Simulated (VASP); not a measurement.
Set up this calculation in VASP 6.6.1, as the native input.

- Task: single point
- Functional: PBE
- Potentials or basis: VASP PAW PBE potentials, release 64 (Cd, S)
- Cutoff: 520 eV
- k mesh: 7 × 7 × 4
- Occupations: fermi-dirac, width 0.01 eV
- Spin: no spin polarisation
- Dipole correction: no
- Further INCAR settings: ALGO = Normal; EDIFF = 1e-06; NBANDS = 26

The structure of CdS lies in POSCAR:

```
CdS
1.0
    4.1761471954      0.0000000000      0.0000000000
   -2.0880735977      3.6166495612      0.0000000000
    0.0000000000      0.0000000000      6.7490000000
Cd S
2 2
Direct
    0.3333333333      0.6666666667      0.0000000000
    0.6666666667      0.3333333333      0.5000000000
    0.3333333333      0.6666666667      0.3850000000
    0.6666666667      0.3333333333      0.8850000000
```

This cell differs from its parent crystal: equal xx and yy strain of +1 %.

One way to write it, as run:

INCAR

```
PREC = Accurate
ENCUT = 520
EDIFF = 1E-6
ISMEAR = -1
SIGMA = 0.01
LREAL = F
LASPH = T
NELM = 100
ALGO = Normal
ISIF = 2
LWAVE = F
LCHARG = F
GGA = PE
NBANDS = 26
```

KPOINTS

```
regular mesh
0
Gamma
  7 7 4
```

Potentials or basis: VASP PAW PBE potentials, release 64 (Cd, S).

Command:

```console
$ cat potpaw_PBE.64/Cd/POTCAR potpaw_PBE.64/S/POTCAR > POTCAR
$ mpirun -np 1 vasp_std > vasp.out
```

Results of the run:

```
Pressure               : 1.6 GPa
Largest force          : 0.190 eV/Å
Band gap on the k mesh : 1.19 eV, direct
```

Caveat: the cell differs from its parent crystal (equal xx and yy strain of +1 %).

Wall time 23 s on 1 thread of Intel(R) Xeon(R) 6975P-C (Granite Rapids), with other jobs on the host, peak memory 0.23 GiB.
